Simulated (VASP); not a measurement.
# Zr (Pm-3m) in VASP: notebook

Zr is run at these levels: r2SCAN; tasks: single point.

All numbers are computed with VASP 6.6.1; they aren't measurements. Logs are shortened: lines on timing, memory, paths and dates and some standing lists are left out, and cuts for length are marked.

### Step 1. The cell of the first run

Symmetry: Pm-3m, No. 221, cubic system. The conventional cell has a = 2.784 Å, b = 2.784 Å, c = 2.784 Å, α = 90.00°, β = 90.00°, γ = 90.00°. Within 3.7 Å of Zr (site symmetry m-3m) lie 6 Zr at 2.78 Å.

### Step 2. Single point, r2SCAN (volume scaled by 0.88)

The input, POSCAR:

```
Zr
1.0
    2.7837132830      0.0000000000      0.0000000000
    0.0000000000      2.7837132830      0.0000000000
    0.0000000000      0.0000000000      2.7837132830
Zr
1
Direct
    0.0000000000      0.0000000000      0.0000000000
```

The input, INCAR.step1:

```
SYSTEM = Zr
PREC     = Accurate       ! precision mode
ENCUT    = 550            ! plane-wave cutoff, eV
ISMEAR   = -1             ! smearing method
SIGMA    = 0.1            ! smearing width, eV
LREAL    = .FALSE.        ! projectors in reciprocal space
LASPH    = .TRUE.         ! aspherical terms in the spheres
NELM     = 120            ! most SCF steps
NBANDS   = 12             ! bands
GGA      = PE             ! functional
ALGO     = Normal         ! electronic algorithm
EDIFF    = 1E-5           ! SCF threshold, eV
LWAVE    = .TRUE.         ! write WAVECAR
LCHARG   = .FALSE.        ! write CHGCAR
GGA_COMPAT= .FALSE.
```

The input, INCAR.step2:

```
SYSTEM = Zr
PREC     = Accurate       ! precision mode
ENCUT    = 550            ! plane-wave cutoff, eV
EDIFF    = 1E-6           ! SCF threshold, eV
ISMEAR   = -1             ! smearing method
SIGMA    = 0.1            ! smearing width, eV
LREAL    = .FALSE.        ! projectors in reciprocal space
LASPH    = .TRUE.         ! aspherical terms in the spheres
NELM     = 120            ! most SCF steps
ALGO     = Normal         ! electronic algorithm
ISIF     = 2              ! what is computed and relaxed
LWAVE    = .FALSE.        ! write WAVECAR
LCHARG   = .FALSE.        ! write CHGCAR
METAGGA  = R2SCAN         ! meta-GGA
LMIXTAU  = .TRUE.       
NBANDS   = 12             ! bands
ISTART   = 1            
GGA_COMPAT= .FALSE.
```

The input, KPOINTS:

```
regular mesh
0
G
  12 12 12
  0 0 0
```

Potentials or basis: VASP PAW PBE potentials, release 64 (Zr_sv).

Command:

```console
> cat potpaw_PBE.64/Zr_sv/POTCAR > POTCAR
> cp INCAR.step1 INCAR
> mpirun -np 1 vasp_std > vasp.out
> cp INCAR.step2 INCAR
> mpirun -np 1 vasp_std > vasp.out
```

OUTCAR:

```text
SYSTEM = Zr
   PREC = Accurate
   ENCUT = 550
   EDIFF = 1E-6
   ISMEAR = -1
   LREAL = .FALSE.
   LASPH = .TRUE.
   NELM = 120
   ISIF = 2
   METAGGA = R2SCAN
   ISTART = 1

 ion  position               nearest neighbor table
   1  0.000  0.000  0.000-

  LATTYP: Found a simple cubic cell.
 ALAT       =     2.7837132830

  Lattice vectors:

 A1 = (   2.7837132830,   0.0000000000,   0.0000000000)
 A2 = (   0.0000000000,   2.7837132830,   0.0000000000)
 A3 = (   0.0000000000,   0.0000000000,   2.7837132830)

Analysis of symmetry for initial positions (statically):
=====================================================================
 Subroutine PRICEL returns:
 Original cell was already a primitive cell.

 Routine SETGRP: Setting up the symmetry group for a
 simple cubic supercell.

 Subroutine GETGRP returns: Found 48 space group operations
 (whereof 48 operations were pure point group operations)
 out of a pool of 48 trial point group operations.

The static configuration has the point symmetry O_h .

Analysis of symmetry for dynamics (positions and initial velocities):
=====================================================================
 Subroutine PRICEL returns:
 Original cell was already a primitive cell.

 Routine SETGRP: Setting up the symmetry group for a
 simple cubic supercell.

 Subroutine GETGRP returns: Found 48 space group operations
 (whereof 48 operations were pure point group operations)
 out of a pool of 48 trial point group operations.

The dynamic configuration has the point symmetry O_h .

 Subroutine INISYM returns: Found 48 space group operations
 (whereof 48 operations are pure point group operations),
 and found     1 'primitive' translations

----------------------------------------------------------------------------------------

                                     Primitive cell

  volume of cell :      21.5712

  direct lattice vectors                    reciprocal lattice vectors
     2.783713283  0.000000000  0.000000000     0.359232399  0.000000000  0.000000000
     0.000000000  2.783713283  0.000000000     0.000000000  0.359232399  0.000000000
     0.000000000  0.000000000  2.783713283     0.000000000  0.000000000  0.359232399

  length of vectors
     2.783713283  2.783713283  2.783713283     0.359232399  0.359232399  0.359232399

  position of ions in fractional coordinates (direct lattice)
     0.000000000  0.000000000  0.000000000

  ion indices of the primitive-cell ions
   primitive index   ion index
                 1           1

----------------------------------------------------------------------------------------

 KPOINTS: regular mesh

Automatic generation of k-mesh.
 Grid dimensions read from file:
 generate k-points for:   12   12   12

 Generating k-lattice:

  Cartesian coordinates                     Fractional coordinates (reciprocal lattice)
     0.029936033  0.000000000  0.000000000     0.083333333  0.000000000  0.000000000
     0.000000000  0.029936033  0.000000000     0.000000000  0.083333333  0.000000000
     0.000000000  0.000000000  0.029936033     0.000000000  0.000000000  0.083333333

  Length of vectors
     0.029936033  0.029936033  0.029936033

  Shift w.r.t. Gamma in fractional coordinates (k-lattice)
     0.000000000  0.000000000  0.000000000

 Subroutine IBZKPT returns following result:
 ===========================================

 Found     84 irreducible k-points:

 Following reciprocal coordinates:
            Coordinates               Weight
  0.000000  0.000000  0.000000      1.000000
  0.083333  0.000000  0.000000      6.000000
  0.166667  0.000000  0.000000      6.000000
  0.250000  0.000000  0.000000      6.000000
  0.333333  0.000000  0.000000      6.000000
  0.416667  0.000000  0.000000      6.000000
[... 16 lines left out ...]
  0.333333  0.333333  0.000000     12.000000
  0.416667  0.333333  0.000000     24.000000
 [... further k-points ...]
   k-points           NKPTS =     84   k-points in BZ     NKDIM =     84   number of bands    NBANDS=     12
   number of dos      NEDOS =    301   number of ions     NIONS =      1
   total plane-waves  NPLWV =  13824
   dimension x,y,z NGX =    24 NGY =   24 NGZ =   24
   dimension x,y,z NGXF=    48 NGYF=   48 NGZF=   48
   ions per type =               1
   NGX,Y,Z   is equivalent  to a cutoff of  14.33, 14.33, 14.33 a.u.
   NGXF,Y,Z  is equivalent  to a cutoff of  28.67, 28.67, 28.67 a.u.
 SYSTEM =  Zr
   PREC   = accura    normal or accurate (medium, high low for compatibility)
   ISTART =      1    job   : 0-new  1-cont  2-samecut
   ICHARG =      0    charge: 1-file 2-atom 10-const
   ISPIN  =      1    spin polarized calculation?
   LNONCOLLINEAR =      F non collinear calculations
   LSORBIT =      F    spin-orbit coupling
   LASPH  =      T    aspherical Exc in radial PAW
   ENCUT  =  550.0 eV  40.42 Ry    6.36 a.u.   5.32  5.32  5.32*2*pi/ulx,y,z
   NELM   =    120;   NELMIN=  2; NELMDL=  0     # of ELM steps
   EDIFF  = 0.1E-05   stopping-criterion for ELM
   LREAL  =      F    real-space projection
   EDIFFG = 0.1E-04   stopping-criterion for IOM
   NSW    =      0    number of steps for IOM
   IBRION =     -1    ionic relax: 0-MD 1-quasi-New 2-CG
   NFREE  =      0    steps in history (QN), initial steepest desc. (CG)
   ISIF   =      2    stress and relaxation
   ISYM   =      2    0-nonsym 1-usesym 2-fastsym
   POTIM  = 0.5000    time-step for ionic-motion
   TEBEG  =    0.0;   TEEND  =   0.0 temperature during run
   PSTRESS=    0.0 pullay stress
   NELECT =      12.0000    total number of electrons
   NUPDOWN=      -1.0000    fix difference up-down
   EMIN   =  10.00;   EMAX   =-10.00  energy-range for DOS
   EFERMI =   0.00;   METHOD = LEGACY
   ISMEAR =    -1;   SIGMA  =   0.10  broadening in eV -4-tet -1-fermi 0-gaus
   EFERMI_NEDOS =   21; number of points for ismear=-14 and -15
   IALGO  =     38    algorithm
   IMIX   =      4    mixing-type and parameters
     AMIX     =   0.40;   BMIX     =  1.00
     AMIX_MAG =   1.60;   BMIX_MAG =  1.00
  volume/ion in A,a.u.               =      21.57       145.57
  Fermi-wavevector in a.u.,A,eV,Ry     =   1.346410  2.544346 24.664921  1.812821
  Thomas-Fermi vector in A             =   2.474244
   LORBIT       =      0    0 simple, 1 ext, 2 COOP (PROOUT), +10 PAW based schemes
   METAGGA = R2SCAN    functional components
   LHFCALC =     F    Hartree Fock is set to
   AEXX    =    0.0000 exact exchange contribution
   IVDW    =     0    specifies the selected vdW correction
   LEPSILON=     F    determine dielectric tensor
   LRPA    =     F    only Hartree local field effects (RPA)
 non-spin polarized calculation
  energy-cutoff  :      550.00
  volume of cell :       21.57
 maximum number of plane-waves:       648
 NGX is ok and might be reduce to    24
   NGX = 11   NGY = 11   NGZ = 11

 number of electron      12.0000001 magnetization

 Free energy of the ion-electron system (eV)
  ---------------------------------------------------
  ext. energy  EPLUGINS =         0.00000000
  ---------------------------------------------------
  free energy    TOTEN  =       -21.70837771 eV

  energy without entropy =      -21.65368751  energy(sigma->0) =      -21.68103261

 E-fermi :   9.6021     XC(G=0): -12.2497

 val. band max:        9.5950902571   @ k =   0.5000   0.1667   0.0000
 cond. band min:       9.6070438541   @ k =   0.3333   0.1667   0.1667
 fundamental gap:      0.0119535970
 Fermi energy:         9.6020939970

 k-point     1 :       0.0000    0.0000    0.0000
  band No.  band energies     occupation
      1     -40.6680      2.00000
      2     -17.0892      2.00000
      3     -17.0892      2.00000
      4     -17.0892      2.00000
      5       4.0465      2.00000
      6       7.3903      2.00000
      7       7.3903      2.00000
      8      16.3592      0.00000
      9      16.3592      0.00000
     10      16.3592      0.00000
     11      24.4195      0.00000
     12      24.4195      0.00000

 k-point     2 :       0.0833    0.0000    0.0000
  band No.  band energies     occupation
      1     -40.6516      2.00000
      2     -17.2268      2.00000
      3     -17.0778      2.00000
      4     -17.0778      2.00000
      5       4.2568      2.00000
      6       7.4512      2.00000
      7       7.6339      2.00000
      8      15.9714      0.00000
      9      15.9714      0.00000
     10      16.3844      0.00000
     11      23.4601      0.00000
     12      24.8979      0.00000

 k-point     3 :       0.1667    0.0000    0.0000
  band No.  band energies     occupation
      1     -40.6065      2.00000
      2     -17.5908      2.00000
      3     -17.0465      2.00000
      4     -17.0465      2.00000
      5       4.8135      2.00000
      6       7.6231      2.00000
      7       8.3308      1.99999
      8      15.0822      0.00000
      9      15.0822      0.00000
     10      16.4543      0.00000
     11      21.7106      0.00000
     12      26.0316      0.00000

 k-point     4 :       0.2500    0.0000    0.0000
  band No.  band energies     occupation
      1     -40.5441      2.00000
      2     -18.0631      2.00000
      3     -17.0034      2.00000
      4     -17.0034      2.00000
      5       5.5709      2.00000
      6       7.8727      2.00000
      7       9.2919      1.91392
      8      14.1079      0.00000
      9      14.1079      0.00000
     10      16.5518      0.00000
     11      20.2560      0.00000
     12      25.3400      0.00000

 k-point     5 :       0.3333    0.0000    0.0000
  band No.  band energies     occupation
      1     -40.4807      2.00000
      2     -18.5105      2.00000
      3     -16.9598      2.00000
      4     -16.9598      2.00000
      5       6.4103      2.00000
      6       8.1425      2.00000
      7      10.0569      0.02096
      8      13.2968      0.00000
      9      13.2968      0.00000
     10      16.6518      0.00000
     11      19.6899      0.00000
     12      23.8162      0.00000
[... 228 lines left out ...]
      1     -40.3146      2.00000
      2     -18.6836      2.00000
      3     -17.8381      2.00000
      4     -16.8473      2.00000
      5       7.3239      2.00000
      6       8.5701      1.99993
      7      11.1904      0.00000
      8      13.1509      0.00000
      9      13.9844      0.00000
     10      14.7827      0.00000
     11      20.1626      0.00000
     12      24.8443      0.00000

 k-point    22 :       0.5000    0.2500    0.0000
  band No.  band energies     occupation
      1     -40.2976      2.00000
      2     -18.7926      2.00000
      3     -17.8218      2.00000
      4     -16.8359      2.00000
      5       7.3529      2.00000
      6       8.5910      1.99992
      7      11.1976      0.00000
      8      12.9797      0.00000
      9      14.3760      0.00000
     10      14.8268      0.00000
     11      20.1735      0.00000
     12      25.2087      0.00000

 k-point    23 :       0.3333    0.3333    0.0000
  band No.  band energies     occupation
      1     -40.2993      2.00000
      2     -18.3330      2.00000
      3     -18.2878      2.00000
      4     -16.8370      2.00000
      5       6.9181      2.00000
      6       8.6488      1.99986
      7      12.6325      0.00000
      8      13.2565      0.00000
      9      13.7179      0.00000
     10      14.0238      0.00000
     11      20.2457      0.00000
     12      23.6015      0.00000

 k-point    24 :       0.4167    0.3333    0.0000
  band No.  band energies     occupation
      1     -40.2538      2.00000
      2     -18.6114      2.00000
      3     -18.2597      2.00000
      4     -16.8066      2.00000
      5       6.5928      2.00000
      6       8.8605      1.99880
      7      13.0476      0.00000
      8      13.3556      0.00000
      9      14.0334      0.00000
     10      14.4435      0.00000
     11      19.7429      0.00000
     12      24.3334      0.00000

 [... further k-points ...]
[... 5 lines left out ...]
  --------------------------------------------------------------------------------------
  -------------------------------------------------------------------------------------
  Total        1.4662551      1.4662551      1.4662551     -0.0000000     -0.0000000     -0.0000000
  in kB      108.9046951    108.9046951    108.9046951     -0.0000000     -0.0000000     -0.0000000
  external PRESSURE =     108.9046951 kB  Pullay stress =       0.0000000 kB

 VOLUME and BASIS-vectors are now :
 -----------------------------------------------------------------------------
  energy-cutoff  :      550.00
  volume of cell :       21.57
      direct lattice vectors                 reciprocal lattice vectors
     2.783713283  0.000000000  0.000000000     0.359232399  0.000000000  0.000000000
     0.000000000  2.783713283  0.000000000     0.000000000  0.359232399  0.000000000
     0.000000000  0.000000000  2.783713283     0.000000000  0.000000000  0.359232399

 POSITION                                       TOTAL-FORCE (eV/Angst)
 -----------------------------------------------------------------------------------
      0.00000      0.00000      0.00000         0.000000      0.000000      0.000000
 -----------------------------------------------------------------------------------
    total drift:                                0.000000      0.000000      0.000000

  FREE ENERGIE OF THE ION-ELECTRON SYSTEM (eV)
  ---------------------------------------------------
  free  energy   TOTEN  =       -21.7083777092 eV

  energy  without entropy=      -21.6536875120  energy(sigma->0) =      -21.68103261
```

It took 57 s on 1 thread of Intel Xeon Platinum 8259CL at 2.50GHz (Skylake/Cascade Lake), shared host; peak memory 0.15 GiB.

Results:

```yaml
Free_energy: -21.7084 eV
Pressure: 10.9 GPa
Band_gap_on_the_k_mesh: zero (band 6 reaches 10.82 eV, above the bottom of band 7 at 7.39 eV)
```

Levels at points of the mesh, in eV from the Fermi level:
| k point | band 4 | band 5 | band 6 | band 7 | band 8 | band 9 |
| --- | --- | --- | --- | --- | --- | --- |
| (0.00, 0.00, 0.00) | -26.69 | -5.56 | -2.21 | -2.21 | 6.76 | 6.76 |
| (0.50, 0.00, 0.00) | -26.52 | -2.04 | -1.17 | 0.51 | 2.99 | 2.99 |
| (0.50, 0.50, 0.00) | -26.36 | -3.92 | -0.23 | 3.82 | 3.82 | 6.07 |
| (0.50, 0.50, 0.50) | -27.99 | -2.01 | -2.01 | -2.01 | 6.63 | 9.30 |

Caveat: the PAW data sets were made with another functional, which shifts forces and pressure a little.

### Step 3. Single point, r2SCAN (volume scaled by 0.92)

The input, POSCAR:

```
Zr
1.0
    2.8252673688      0.0000000000      0.0000000000
    0.0000000000      2.8252673688      0.0000000000
    0.0000000000      0.0000000000      2.8252673688
Zr
1
Direct
    0.0000000000      0.0000000000      0.0000000000
```

The input, INCAR.step1:

```
ALGO     = Normal         # electronic algorithm
EDIFF    = 1E-5           # SCF threshold, eV
ENCUT    = 550            # plane-wave cutoff, eV
GGA      = PE             # functional
GGA_COMPAT= F            
ISMEAR   = -1             # smearing method
LASPH    = T              # aspherical terms in the spheres
LCHARG   = F              # write CHGCAR
LREAL    = F              # projectors in reciprocal space
LWAVE    = T              # write WAVECAR
NBANDS   = 12             # bands
NELM     = 120            # most SCF steps
PREC     = Accurate       # precision mode
SIGMA    = 0.1            # smearing width, eV
```

The input, INCAR.step2:

```
ALGO     = Normal         # electronic algorithm
EDIFF    = 1E-6           # SCF threshold, eV
ENCUT    = 550            # plane-wave cutoff, eV
GGA_COMPAT= F            
ISIF     = 2              # what is computed and relaxed
ISMEAR   = -1             # smearing method
ISTART   = 1            
LASPH    = T              # aspherical terms in the spheres
LCHARG   = F              # write CHGCAR
LMIXTAU  = T            
LREAL    = F              # projectors in reciprocal space
LWAVE    = F              # write WAVECAR
METAGGA  = R2SCAN         # meta-GGA
NBANDS   = 12             # bands
NELM     = 120            # most SCF steps
PREC     = Accurate       # precision mode
SIGMA    = 0.1            # smearing width, eV
```

The input, KPOINTS:

```
k-points
0
Gamma
  12 12 12
```

Potentials or basis: VASP PAW PBE potentials, release 64 (Zr_sv).

Command:

```console
> cat potpaw_PBE.64/Zr_sv/POTCAR > POTCAR
> cp INCAR.step1 INCAR
> mpirun -np 1 vasp_std > vasp.out
> cp INCAR.step2 INCAR
> mpirun -np 1 vasp_std > vasp.out
```

Wall time 56 s (1 thread of Intel Xeon Platinum 8259CL at 2.50GHz (Skylake/Cascade Lake), shared host); peak memory 0.15 GiB.

Results (log left out):

| Quantity | Value |
| --- | --- |
| Free energy | -21.7622 eV |
| Pressure | 6.8 GPa |
| Band gap on the k mesh | zero (band 6 reaches 10.30 eV, above the bottom of band 7 at 7.01 eV) |

Levels at points of the mesh, in eV from the Fermi level:
```
           k point  band 4  band 5  band 6  band 7  band 8  band 9
(0.00, 0.00, 0.00)  -26.81   -5.51   -2.07   -2.07    6.47    6.47
(0.50, 0.00, 0.00)  -26.66   -2.06   -1.08    0.40    2.93    2.93
(0.50, 0.50, 0.00)  -26.52   -3.65   -0.26    3.71    3.71    5.75
(0.50, 0.50, 0.50)  -27.97   -1.83   -1.83   -1.83    6.67    8.85
```

Caveat: the PAW data sets were made with another functional, which shifts forces and pressure a little.
